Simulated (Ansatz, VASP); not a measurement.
# Ca7Se in VASP and in Ansatz

```
Ca Se
1.0
     0.00000    4.53751    4.53751
     4.53751    0.00000    4.53751
     4.53751    4.53751    0.00000
Ca Se
7 1
Direct
  0.00000 0.00000 0.50000
  0.50000 0.00000 0.50000
  0.00000 0.50000 0.50000
  0.50000 0.50000 0.00000
  0.00000 0.50000 0.00000
  0.50000 0.00000 0.00000
  0.50000 0.50000 0.50000
  0.00000 0.00000 0.00000
```

Change from the starting cell: species swapped into the Zn7Mo type (Fm-3m, No. 225).

Alike in both runs: task relaxation of cell and atoms; functional PBE; k mesh 4 × 4 × 4; occupations gaussian, width 0.1 eV; no spin polarisation.

```csv
,VASP,Ansatz
version,VASP 6.6.1,Ansatz 0.2.0
potentials or method,"VASP PAW PBE potentials, release 64 (Ca_sv, Se), cutoff 600 eV","scalar-relativistic, plane waves, PAW"
valence electrons in the cell,76,86
```

VASP gave:

```
gap on the k mesh at the Fermi level, each at its own relaxed structure (eV) : none
relaxed volume (Å³/atom)                                                     : 37.61
relaxed cell length with the largest relative difference (Å)                 : 7.521
```

What did Ansatz give for the same quantities?

gap on the k mesh at the Fermi level, each at its own relaxed structure (eV): none; relaxed volume (Å³/atom): 37.13; relaxed cell length with the largest relative difference (Å): 7.490.

A gap of «none» marks a metal or a gap that the smearing closes. VASP's potentials hold 76 valence electrons a cell and Ansatz's 86, so a difference there can come from the potentials and not from the codes.

Noted on VASP's run: the volume moved by over 15 % at a fixed basis, so the end points are rough.
